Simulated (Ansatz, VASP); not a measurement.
# MgZn2O3: VASP beside Ansatz

INCAR

```
PREC = Accurate ; ENCUT = 520
EDIFF = 1E-6 ; ISMEAR = 0
SIGMA = 0.01 ; LREAL = False
LASPH = True ; NELM = 80
ALGO = Normal ; ISIF = 2
LWAVE = False ; LCHARG = False
GGA = PS ; NBANDS = 31
```

Contents of KPOINTS:

```
regular mesh
0
Gamma
  6 6 2
```

Contents of POSCAR:

```
MgZn2O3
1.0
    3.0525990000      0.0000000000      0.0000000000
   -1.5262995000      2.6436282816      0.0000000000
    0.0000000000      0.0000000000      7.4520430000
Mg Zn O
1 2 3
Direct
    0.0000000000      0.0000000000      0.0000000000
    0.3333330000      0.6666670000      0.6684160000
    0.6666670000      0.3333330000      0.3315840000
    0.3333330000      0.6666670000      0.1607000000
    0.6666670000      0.3333330000      0.8393000000
    0.0000000000      0.0000000000      0.5000000000
```

Input for Ansatz:

```yaml
crystal:
  lattice:
    - [3.052599, 0.0, 0.0]
    - [-1.5262994999999993, 2.643628281566974, 0.0]
    - [0.0, 0.0, 7.452043]
  atoms:
    - { symbol: Mg, position: [0.0, 0.0, 0.0] }
    - { symbol: Zn, position: [0.333333, 0.666667, 0.668416] }
    - { symbol: Zn, position: [0.6666670000000001, 0.333333, 0.331584] }
    - { symbol: O, position: [0.333333, 0.666667, 0.16069999999999998] }
    - { symbol: O, position: [0.6666670000000001, 0.333333, 0.8393] }
    - { symbol: O, position: [0.0, 0.0, 0.5] }
basis:
  ecutwfc: 510.0
kpoints:
  mp_grid:
    grid: [6, 6, 2]
hamiltonian:
  xc: pbesol
scf:
  occupations:
    method: fixed
  n_extra_bands: 2
output:
  eigenvalues: true
```

Alike in both runs: task single point; functional PBEsol; k mesh 6 × 6 × 2; no spin polarisation.

```csv
,VASP,Ansatz
version,VASP 6.6.1,Ansatz 0.2.0
potentials or method,"VASP PAW PBE potentials, release 64 (Mg, Zn, O), cutoff 520 eV","plane waves, PAW"
occupations,"gaussian, width 0.01 eV",fixed
valence electrons in the cell,44,52
```

Ansatz gave:

```
gap on the k mesh at the Fermi level (eV) : 1.64
```

Question: Estimate VASP's values.

Answer: gap on the k mesh at the Fermi level (eV): 1.61.

VASP's potentials were made for PBE, not for PBEsol. VASP's potentials hold 44 valence electrons a cell and Ansatz's 52, so a difference there can come from the potentials and not from the codes. Ansatz's warnings: structure snapped to symmetry.

The k mesh is coarse, so the values compare programs but aren't converged.
